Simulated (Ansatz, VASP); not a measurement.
## Two plane-wave programs on GaSb

The input INCAR:

```
SYSTEM = GaSb
  PREC = Accurate
  ENCUT = 520
  EDIFF = 1E-6
  ISMEAR = -1
  SIGMA = 0.05
  LREAL = .FALSE.
  LASPH = .TRUE.
  NELM = 100
  ALGO = Normal
  ISIF = 2
  LWAVE = .FALSE.
  LCHARG = .FALSE.
  GGA = PS
  NBANDS = 16
```

Contents of KPOINTS:

```
regular mesh
0
G
  8 8 8
  0 0 0
```

File POSCAR:

```
GaSb
1.0
    0.0000000000      3.1189956238      3.1189956238
    3.1189956238      0.0000000000      3.1189956238
    3.1189956238      3.1189956238      0.0000000000
Sb Ga
1 1
Direct
    0.7500000000      0.7500000000      0.7500000000
    0.0000000000      0.0000000000      0.0000000000
```

Contents of input.yaml:

```yaml
crystal:
  lattice:
    - [0.0, 3.1189956238, 3.1189956238]
    - [3.1189956238, 0.0, 3.1189956238]
    - [3.1189956238, 3.1189956238, 0.0]
  atoms:
    - { symbol: Sb, position: [0.75, 0.75, 0.75] }
    - { symbol: Ga, position: [0.0, 0.0, 0.0] }
hamiltonian:
  xc: pbesol
  pseudopotentials: { kind: paw }
kpoints:
  mp_grid: { grid: [8, 8, 8] }
scf:
  occupations: { method: fermi_dirac, width: 0.05 }
output:
  forces: true
  stress: true
  eigenvalues: true
```

Alike in both runs: task single point; functional PBEsol; k mesh 8 × 8 × 8; occupations fermi-dirac, width 0.05 eV; no spin polarisation.

|  | VASP | Ansatz |
| --- | --- | --- |
| version | VASP 6.6.1 | Ansatz 0.2.0 |
| potentials or method | VASP PAW PBE potentials, release 64 (Sb, Ga_d) | Ansatz PAW |
| plane-wave cutoff (eV) | 520 | 420 |
| valence electrons in the cell | 18 | 28 |

```csv
,VASP,Ansatz,Ansatz less VASP
gap on the k mesh at the Fermi level (eV),none,none,-
pressure (GPa),-2.7,-2.7,-0.08
```

VASP's potentials were made for PBE, not for PBEsol. A gap of «none» marks a metal or a gap that the smearing closes. With one functional, cell and mesh, what is left measures potentials, basis and numerics. VASP's potentials hold 18 valence electrons a cell and Ansatz's 28, so a difference there can come from the potentials and not from the codes.

Neither program's run includes spin-orbit coupling.
